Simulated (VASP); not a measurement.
Here is a VASP 6.6.1 calculation.

The input INCAR:

```
SYSTEM = TaN
  PREC = Accurate
  ENCUT = 520
  EDIFF = 1E-6
  ISMEAR = 0
  SIGMA = 0.1
  LREAL = .FALSE.
  LASPH = .TRUE.
  NELM = 80
  ALGO = Fast
  ISIF = 2
  LWAVE = .FALSE.
  LCHARG = .FALSE.
  LDIPOL = .TRUE.
  IDIPOL = 3
  DIPOL = 0.5 0.5 0.500
  GGA = PE
  IBRION = 2
  NSW = 80
  EDIFFG = -0.02
```

KPOINTS

```
Automatic mesh
0
G
  12 12 1
  0 0 0
```

The input POSCAR:

```
TaN
1.0
    2.9501846799      0.0000000000      0.0000000000
   -1.4750923400      2.5549348787      0.0000000000
    0.0000000000      0.0000000000     25.1422006063
Ta N
4 4
Direct
    0.3333333333      0.6666666667      0.2983032439
    0.3333333333      0.6666666667      0.4135585331
    0.3333333333      0.6666666667      0.5288138223
    0.3333333333      0.6666666667      0.6440691115
    0.0000000000      0.0000000000      0.3559308885
    0.0000000000      0.0000000000      0.4711861777
    0.0000000000      0.0000000000      0.5864414669
    0.0000000000      0.0000000000      0.7016967561
```

Potentials or basis: VASP PAW PBE potentials, release 64 (Ta_pv, N).

Command:

```console
$ cat potpaw_PBE.64/Ta_pv/POTCAR potpaw_PBE.64/N/POTCAR > POTCAR
$ mpirun -np 1 vasp_std > vasp.out
```

Task: Estimate the band gap on the k mesh.

Result: Zero (bands 32 and 33 overlap by 0.88 eV).

Task: Estimate the energy gained by relaxing.

Result: 181.7 meV/atom.

The path:
```
step  energy change (eV)  largest force (eV/Å)  pressure (GPa)
   1              0.0000                6.9883           -2.68
   2             -0.6345                6.6269            3.82
   3             -1.3654                0.9600           -0.46
   4             -1.3654                0.9512           -0.56
   5             -1.4202                0.4170           -0.11
   6             -1.4207                0.4777           -0.06
   7             -1.4393                0.2839            0.13
   8             -1.4393                0.2810            0.14
   9             -1.4459                0.2180            0.45
  10             -1.4463                0.2746            0.54
  11             -1.4513                0.1213            0.72
  12             -1.4517                0.1291            0.80
  13             -1.4533                0.0927            1.04
  14             -1.4533                0.1090            1.06
  15             -1.4538                0.0482            1.20
  16             -1.4540                0.0233            1.16
  17             -1.4540                0.0244            1.16
  18             -1.4540                0.0183            1.17
```

Caveat: spin-orbit coupling is left out, which moves the levels of the heavy elements.
